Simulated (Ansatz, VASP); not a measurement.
**One calculation of Mg3ZrN2, two programs**

```xyz
6
Lattice="3.7716 0.0000 0.0000 0.0000 3.7716 0.0000 0.0000 0.0000 8.9907" Properties=species:S:1:pos:R:3 pbc="T T T"
Mg    0.0000    0.0000    1.7934
Mg    0.0000    0.0000    7.1973
Mg    0.0000    0.0000    4.4954
Zr    1.8858    1.8858    0.0000
N     0.0000    1.8858    4.4954
N     1.8858    0.0000    4.4954
```

Alike in both runs: functional PBE; k mesh 4 × 4 × 2; occupations gaussian, width 0.2 eV; no spin polarisation.

Ansatz relaxed the structure, and its values are those at the end. VASP's run is a single point on that final structure, the one shown.

|  | VASP | Ansatz |
| --- | --- | --- |
| version | VASP 6.6.1 | Ansatz 0.2.0 |
| potentials or method | VASP PAW PBE potentials, release 64 (Mg, Zr_sv, N), cutoff 600 eV | scalar-relativistic, plane waves, PAW |
| valence electrons in the cell | 28 | 52 |

VASP gave:

```
gap on the k mesh at the Fermi level (eV) : none
pressure (GPa)                            : 0.1
rms of the force components (eV/Å)        : 0.003
```

Q: Estimate Ansatz's values.

A: gap on the k mesh at the Fermi level (eV): none; pressure (GPa): 0.1; rms of the force components (eV/Å): 0.000.

A gap of «none» marks a metal or a gap that the smearing closes. VASP's potentials hold 28 valence electrons a cell and Ansatz's 52, so a difference there can come from the potentials and not from the codes.

The k mesh is coarse, so the values compare programs but aren't converged.
